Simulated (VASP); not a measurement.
The system is Ta3NbAl16.

```
Al Nb Ta
1.0
    -4.39484    4.88238   -1.52051
    -4.42764   -1.47382    5.12084
     1.41470    5.07027    5.27594
Al Nb Ta
16 1 3
Direct
  0.50344 0.51142 0.05233
  0.59807 0.08400 0.05185
  0.09873 0.59958 0.05214
  0.22210 0.20218 0.24199
  0.79986 0.27989 0.25958
  0.30148 0.79856 0.24874
  0.40687 0.41119 0.44494
  0.49436 0.98756 0.45597
  0.99654 0.48186 0.46421
  0.09966 0.10341 0.64557
  0.90667 0.90305 0.44104
  0.59711 0.60526 0.65028
  0.18528 0.68551 0.65558
  0.30272 0.30459 0.84346
  0.80255 0.81186 0.84974
  0.38833 0.90462 0.84493
  0.71585 0.68162 0.25155
  0.01025 0.01869 0.04123
  0.69232 0.19571 0.65025
  0.88556 0.40663 0.87132
```

```yaml
Program: VASP 6.6.1
Task: relaxation of cell and atoms
Functional: PBE
Potentials_or_basis: VASP PAW PBE potentials, release 64 (Al, Nb_sv, Ta_pv)
Cutoff: 600 eV
k_mesh: 3 × 3 × 3
Occupations: gaussian, width 0.1 eV
Spin: no spin polarisation
```

At the start: pressure 0.0 GPa; volume 16.43 Å³/atom.

Problem. Where does the relaxation end?

Solution. Over 12 steps the energy falls by 4.4 meV/atom; space group P1 (No. 1, to 0.1 Å) before and after.

The path:
```
step  energy change (eV)  largest force (eV/Å)  pressure (GPa)  volume (Å³)
   1              0.0000                0.3697            0.02       328.67
   2             -0.0318                0.2630           -0.02       328.74
   3              0.9004                0.2781            0.25       328.86
   4             -0.0676                0.1307           -0.56       330.60
   5             -0.0676                0.1307           -0.56       330.60
   6             -0.0791                0.1116            0.10       328.71
   7             -0.0794                0.1359            0.22       328.39
   8             -0.0845                0.0735            0.09       328.71
   9             -0.0855                0.0673            0.01       328.93
  10             -0.0872                0.0468           -0.02       329.07
  11             -0.0880                0.0510           -0.07       329.27
  12             -0.0888                0.0315            0.09       328.83
```

Final structure:
```cif
data_structure
_symmetry_space_group_name_H-M 'P 1'
_symmetry_Int_Tables_number 1
_cell_length_a 6.8027
_cell_length_b 6.8864
_cell_length_c 7.3990
_cell_angle_alpha 76.255
_cell_angle_beta 78.108
_cell_angle_gamma 83.816
_cell_volume 328.83
loop_
_atom_site_label
_atom_site_type_symbol
_atom_site_fract_x
_atom_site_fract_y
_atom_site_fract_z
_atom_site_occupancy
Al1 Al 0.50436 0.50602 0.04985 1
Al2 Al 0.60541 0.08799 0.05100 1
Al3 Al 0.09026 0.59993 0.05586 1
Al4 Al 0.22147 0.20557 0.24033 1
Al5 Al 0.80290 0.28327 0.25711 1
Al6 Al 0.29961 0.79782 0.24834 1
Al7 Al 0.40597 0.41183 0.44445 1
Al8 Al 0.49673 0.99025 0.45368 1
Al9 Al 0.99238 0.48225 0.46262 1
Al10 Al 0.10057 0.09448 0.64636 1
Al11 Al 0.90279 0.90637 0.43859 1
Al12 Al 0.60052 0.61175 0.65184 1
Al13 Al 0.18070 0.68471 0.65742 1
Al14 Al 0.30448 0.29932 0.84832 1
Al15 Al 0.80478 0.81117 0.85289 1
Al16 Al 0.39361 0.90230 0.84386 1
Nb1 Nb 0.70215 0.68344 0.25581 1
Ta1 Ta 0.01829 0.01589 0.04071 1
Ta2 Ta 0.69339 0.20141 0.65140 1
Ta3 Ta 0.88737 0.40144 0.86626 1
```
